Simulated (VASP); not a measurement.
# HC18 in VASP: single point with PBE

Aim: the single point of HC18 with PBE.

Everything below comes from runs of VASP 6.6.1. Logs are shortened: lines on timing, memory, paths and dates and some standing lists are left out, and cuts for length are marked.

### 1 The cell of the first run

The cell holds a slab with vacuum, 19 atoms: a = 7.398 Å, b = 7.398 Å, c = 12.000 Å, α = 90.00°, β = 90.00°, γ = 120.00°.

### 2 Single point, PBE, collinear spin

File INCAR:

```
ALGO = Normal
EDIFF = 1E-6
ENCUT = 520
GGA = PE
ISIF = 2
ISMEAR = 0
ISPIN = 2
LASPH = True
LCHARG = False
LORBIT = 11
LREAL = Auto
LWAVE = False
MAGMOM = 0 0.09 0 0.09 0 0 0 0.08 0 0.09 0 0.08 0 0.08 0 0 0 0 0
NBANDS = 56
NELM = 150
PREC = Accurate
SIGMA = 0.05
```

File KPOINTS:

```
k-points
0
Gamma
  2 2 1
```

File POSCAR:

```
HC18
1.0
    7.3980000000      0.0000000000      0.0000000000
   -3.6990000000      6.4068560000      0.0000000000
    0.0000000000      0.0000000000     12.0000000000
C H
18 1
Direct
   -0.0017669497      0.0008537729      0.0824981667
    0.2199186805      0.1112893750      0.0806833333
   -0.0015336342      0.3347599821      0.0803715000
    0.2205467866      0.4458305290      0.0806814167
   -0.0007177625      0.6688705037      0.0840167500
    0.2209494431      0.7797988592      0.0830690833
    0.3318335520      0.0015186856      0.0822770000
    0.5535239737      0.1113447844      0.0810911667
    0.3289663541      0.3321708807      0.0797265833
    0.5499565139      0.4377956989      0.0803957500
    0.3316665388      0.6688645726      0.0830427500
    0.5519363480      0.7806304684      0.0858594167
    0.6647915055      0.0009485152      0.0824386667
    0.8871339474      0.1121208281      0.0811473333
    0.6653646689      0.3322278509      0.0807525833
    0.8874413302      0.4458261587      0.0817199167
    0.6643764292      0.6670096846      0.0956208333
    0.8906440432      0.7805427498      0.0867946667
    0.6167134951      0.5757638380      0.1828124167
```

Potentials or basis: VASP PAW PBE potentials, release 64 (C, H).

Launch:

```sh
$ cat potpaw_PBE.64/C/POTCAR potpaw_PBE.64/H/POTCAR > POTCAR
$ mpirun -np 1 vasp_std > vasp.out
```

OUTCAR:

```text
EDIFF = 1E-6
   ENCUT = 520
   GGA = PE
   ISIF = 2
   ISMEAR = 0
   ISPIN = 2
   LASPH = True
   LORBIT = 11
   LREAL = Auto
   NELM = 150
   PREC = Accurate

 ion  position               nearest neighbor table
   1  0.998  0.001  0.082-  18 1.41   2 1.42  14 1.42
   2  0.220  0.111  0.081-   9 1.42   7 1.42   1 1.42
   3  0.998  0.335  0.080-   4 1.42  16 1.42  14 1.43
   4  0.221  0.446  0.081-   3 1.42   9 1.42  11 1.43
   5  0.999  0.669  0.084-  18 1.41   6 1.42  16 1.43
   6  0.221  0.780  0.083-  11 1.42   5 1.42   7 1.42
[... 8 lines left out ...]
  15  0.665  0.332  0.081-   8 1.42  10 1.42  16 1.42
  16  0.887  0.446  0.082-  15 1.42   3 1.42   5 1.43
  17  0.664  0.667  0.096-  19 1.20  12 1.45  18 1.45  10 1.48
  18  0.891  0.781  0.087-   5 1.41   1 1.41  17 1.45
  19  0.617  0.576  0.183-  17 1.20

  LATTYP: Found a hexagonal cell.
 ALAT       =     7.3980000000
 C/A-ratio  =     1.6220600162

  Lattice vectors:

 A1 = (   7.3980000000,   0.0000000000,   0.0000000000)
 A2 = (  -3.6990000000,   6.4068560000,   0.0000000000)
 A3 = (   0.0000000000,   0.0000000000,  12.0000000000)

Analysis of symmetry for initial positions (statically):
=====================================================================
 Subroutine PRICEL returns:
 Original cell was already a primitive cell.

 Routine SETGRP: Setting up the symmetry group for a
 hexagonal supercell.

 Subroutine GETGRP returns: Found  1 space group operations
 (whereof  1 operations were pure point group operations)
 out of a pool of 24 trial point group operations.

The static configuration has the point symmetry C_1 .

Analysis of symmetry for dynamics (positions and initial velocities):
=====================================================================
 Subroutine PRICEL returns:
 Original cell was already a primitive cell.

 Routine SETGRP: Setting up the symmetry group for a
 hexagonal supercell.

 Subroutine GETGRP returns: Found  1 space group operations
 (whereof  1 operations were pure point group operations)
 out of a pool of 24 trial point group operations.

The dynamic configuration has the point symmetry C_1 .

Analysis of structural, dynamic, and magnetic symmetry:
=====================================================================
 Subroutine PRICEL returns:
 Original cell was already a primitive cell.

 Routine SETGRP: Setting up the symmetry group for a
 hexagonal supercell.

 Subroutine GETGRP returns: Found  1 space group operations
 (whereof  1 operations were pure point group operations)
 out of a pool of 24 trial point group operations.

The overall configuration has the point symmetry C_1 .

 Subroutine INISYM returns: Found  1 space group operations
 (whereof  1 operations are pure point group operations),
 and found     1 'primitive' translations

----------------------------------------------------------------------------------------

                                     Primitive cell

  volume of cell :     568.7750

  direct lattice vectors                    reciprocal lattice vectors
     7.398000000  0.000000000  0.000000000     0.135171668  0.078041398  0.000000000
    -3.699000000  6.406856000  0.000000000     0.000000000  0.156082796  0.000000000
     0.000000000  0.000000000 12.000000000     0.000000000  0.000000000  0.083333333

  length of vectors
     7.398000000  7.398000054 12.000000000     0.156082797  0.156082796  0.083333333

  position of ions in fractional coordinates (direct lattice)
     0.998233050  0.000853773  0.082498167
     0.219918681  0.111289375  0.080683333
     0.998466366  0.334759982  0.080371500
     0.220546787  0.445830529  0.080681417
     0.999282237  0.668870504  0.084016750
     0.220949443  0.779798859  0.083069083
[... 11 lines left out ...]
     0.890644043  0.780542750  0.086794667
     0.616713495  0.575763838  0.182812417

  ion indices of the primitive-cell ions
   primitive index   ion index
[... 52 lines left out ...]
   k-points           NKPTS =      4   k-points in BZ     NKDIM =      4   number of bands    NBANDS=     56
   number of dos      NEDOS =    301   number of ions     NIONS =     19
   total plane-waves  NPLWV = 282240
   dimension x,y,z NGX =    56 NGY =   56 NGZ =   90
   dimension x,y,z NGXF=   112 NGYF=  112 NGZF=  180
   ions per type =              18   1
   NGX,Y,Z   is equivalent  to a cutoff of  12.58, 12.58, 12.47 a.u.
   NGXF,Y,Z  is equivalent  to a cutoff of  25.17, 25.17, 24.94 a.u.
 SYSTEM =  unknown system
   PREC   = accura    normal or accurate (medium, high low for compatibility)
   ISTART =      0    job   : 0-new  1-cont  2-samecut
   ICHARG =      2    charge: 1-file 2-atom 10-const
   ISPIN  =      2    spin polarized calculation?
   LNONCOLLINEAR =      F non collinear calculations
   LSORBIT =      F    spin-orbit coupling
   LASPH  =      T    aspherical Exc in radial PAW
   ENCUT  =  520.0 eV  38.22 Ry    6.18 a.u.  13.76 13.76 22.31*2*pi/ulx,y,z
   NELM   =    150;   NELMIN=  2; NELMDL= -5     # of ELM steps
   EDIFF  = 0.1E-05   stopping-criterion for ELM
   LREAL  =      T    real-space projection
   EDIFFG = 0.1E-04   stopping-criterion for IOM
   NSW    =      0    number of steps for IOM
   IBRION =     -1    ionic relax: 0-MD 1-quasi-New 2-CG
   NFREE  =      0    steps in history (QN), initial steepest desc. (CG)
   ISIF   =      2    stress and relaxation
   ISYM   =      2    0-nonsym 1-usesym 2-fastsym
   POTIM  = 0.5000    time-step for ionic-motion
   TEBEG  =    0.0;   TEEND  =   0.0 temperature during run
   PSTRESS=    0.0 pullay stress
   NELECT =      73.0000    total number of electrons
   NUPDOWN=      -1.0000    fix difference up-down
   EMIN   =  10.00;   EMAX   =-10.00  energy-range for DOS
   EFERMI =   0.00;   METHOD = LEGACY
   ISMEAR =     0;   SIGMA  =   0.05  broadening in eV -4-tet -1-fermi 0-gaus
   EFERMI_NEDOS =   21; number of points for ismear=-14 and -15
   IALGO  =     38    algorithm
   IMIX   =      4    mixing-type and parameters
     AMIX     =   0.40;   BMIX     =  1.00
     AMIX_MAG =   1.60;   BMIX_MAG =  1.00
  volume/ion in A,a.u.               =      29.94       202.01
  Fermi-wavevector in a.u.,A,eV,Ry     =   0.825789  1.560514  9.278180  0.681927
  Thomas-Fermi vector in A             =   1.937708
   LORBIT       =     11    0 simple, 1 ext, 2 COOP (PROOUT), +10 PAW based schemes
   GGA     = PE    functional components
   LHFCALC =     F    Hartree Fock is set to
   AEXX    =    0.0000 exact exchange contribution
   IVDW    =     0    specifies the selected vdW correction
   LEPSILON=     F    determine dielectric tensor
   LRPA    =     F    only Hartree local field effects (RPA)
 spin polarized calculation
 Gauss-broadening in eV      SIGMA  =   0.05
  energy-cutoff  :      520.00
  volume of cell :      568.78
 maximum number of plane-waves:     15363
 NGX is ok and might be reduce to    56
   NGX = 27   NGY = 27   NGZ = 45

 number of electron      72.9999998 magnetization      -0.0000027

 number of electron      72.9999998 magnetization       0.0000005

 Free energy of the ion-electron system (eV)
  ---------------------------------------------------
  ext. energy  EPLUGINS =         0.00000000
  ---------------------------------------------------
  free energy    TOTEN  =      -167.23986926 eV

  energy without entropy =     -167.23986926  energy(sigma->0) =     -167.23986926

 E-fermi :  -1.2996     XC(G=0):  -3.6155

 val. band max:       -1.5254209948   @ k =   0.0000   0.0000   0.0000
 cond. band min:      -1.0672896085   @ k =   0.0000   0.5000   0.0000
 fundamental gap:      0.4581313863
 Fermi energy:        -1.2996256287

 spin component 1

 k-point     1 :       0.0000    0.0000    0.0000
  band No.  band energies     occupation
      1     -21.2608      1.00000
      2     -19.1692      1.00000
      3     -18.6234      1.00000
      4     -18.5397      1.00000
      5     -18.4770      1.00000
      6     -18.4326      1.00000
[... 193 lines left out ...]
     47       4.0838      0.00000
     48       4.2728      0.00000
 Fermi energy:        -1.2996256287

 spin component 2

 k-point     1 :       0.0000    0.0000    0.0000
  band No.  band energies     occupation
      1     -21.2608      1.00000
      2     -19.1692      1.00000
      3     -18.6234      1.00000
      4     -18.5397      1.00000
      5     -18.4770      1.00000
      6     -18.4326      1.00000
[... 193 lines left out ...]
     47       4.0837      0.00000
     48       4.2718      0.00000
 [bands above 48 left out]

------------------------ aborting loop because EDIFF is reached ----------------------------------------

  FORCE on cell =-STRESS in cart. coord.  units (eV):
  Direction    XX          YY          ZZ          XY          YZ          ZX
  --------------------------------------------------------------------------------------
  -------------------------------------------------------------------------------------
  Total        4.9691002      5.6029445     -0.0408859     -0.0406389      1.0992145      0.0434408
  in kB       13.9974139     15.7828842     -0.1151712     -0.1144752      3.0963673      0.1223679
  external PRESSURE =       9.8883756 kB  Pullay stress =       0.0000000 kB

 VOLUME and BASIS-vectors are now :
 -----------------------------------------------------------------------------
  energy-cutoff  :      520.00
  volume of cell :      568.78
      direct lattice vectors                 reciprocal lattice vectors
     7.398000000  0.000000000  0.000000000     0.135171668  0.078041398  0.000000000
    -3.699000000  6.406856000  0.000000000     0.000000000  0.156082796  0.000000000
     0.000000000  0.000000000 12.000000000     0.000000000  0.000000000  0.083333333

 POSITION                                       TOTAL-FORCE (eV/Angst)
 -----------------------------------------------------------------------------------
      7.38177      0.00547      0.98998        -0.006776     -0.058083      0.039037
      1.21530      0.71301      0.96820         0.006303     -0.062554     -0.035256
      6.14838      2.14476      0.96446        -0.004442     -0.045668      0.060956
     -0.01752      2.85637      0.96818         0.006137     -0.035667      0.032255
      4.91854      4.28536      1.00820         0.002284     -0.050722     -0.030864
     -1.24989      4.99606      0.99683        -0.002533     -0.049569     -0.059862
[... 11 lines left out ...]
      3.70176      5.00082      1.04154         0.016259     -0.051748      0.044415
      2.43270      3.68884      2.19375         0.035224      0.916685      0.032015
 -----------------------------------------------------------------------------------
    total drift:                               -0.011051     -0.018156      0.018134

  FREE ENERGIE OF THE ION-ELECTRON SYSTEM (eV)
  ---------------------------------------------------
  free  energy   TOTEN  =      -167.2398692567 eV

  energy  without entropy=     -167.2398692567  energy(sigma->0) =     -167.23986926

 total charge

# of ion       s       p       d       tot
------------------------------------------
    1        0.861   1.803   0.000   2.664
    2        0.862   1.804   0.000   2.666
    3        0.861   1.790   0.000   2.651
    4        0.861   1.784   0.000   2.645
    5        0.861   1.799   0.000   2.660
    6        0.862   1.801   0.000   2.663
[... 11 lines left out ...]
   18        0.862   1.787   0.000   2.648
   19        0.532   0.043   0.000   0.575
--------------------------------------------------
tot         16.032  32.340   0.000  48.372

 magnetization (x)

# of ion       s       p       d       tot
------------------------------------------
    1       -0.000  -0.000   0.000  -0.000
    2       -0.000   0.000   0.000   0.000
    3       -0.000  -0.000   0.000  -0.000
    4       -0.000   0.000   0.000   0.000
    5        0.000   0.000   0.000   0.000
    6        0.000   0.000   0.000   0.000
[... 11 lines left out ...]
   18       -0.000   0.000   0.000   0.000
   19        0.000   0.000   0.000   0.000
--------------------------------------------------
tot         -0.000   0.000   0.000  -0.000
```

Run time: 16 min. Hardware: 1 thread of AMD EPYC 7R43 (Zen 3), shared host; peak memory 0.8 GiB.

What came out:

| Quantity | Value |
| --- | --- |
| Free energy | -167.2399 eV |
| Largest force | 0.918 eV/Å |
| Net moment | 0.00 μB per cell |
| Valence electrons inside the program's atomic spheres | C 2.66, 2.67, 2.65, 2.62, 2.64 (each value once); H 0.57 |

Forces in eV/Å, atoms in the order of the input:
```
C   -0.007 -0.058  0.039
C    0.006 -0.063 -0.035
C   -0.004 -0.046  0.061
C    0.006 -0.036  0.032
C    0.002 -0.051 -0.031
C   -0.003 -0.050 -0.060
C   -0.006 -0.058 -0.066
C   -0.008 -0.060 -0.048
C    0.017 -0.043 -0.029
C   -0.003 -0.065 -0.258
C   -0.018 -0.043 -0.011
C   -0.013 -0.051  0.064
C   -0.006 -0.063  0.039
C    0.003 -0.050  0.068
C   -0.020 -0.039 -0.059
C   -0.005 -0.036  0.012
C    0.007 -0.055  0.206
C    0.016 -0.052  0.044
H    0.035  0.917  0.032
```

Caveat: the k points lie up to 0.49 Å⁻¹ apart.
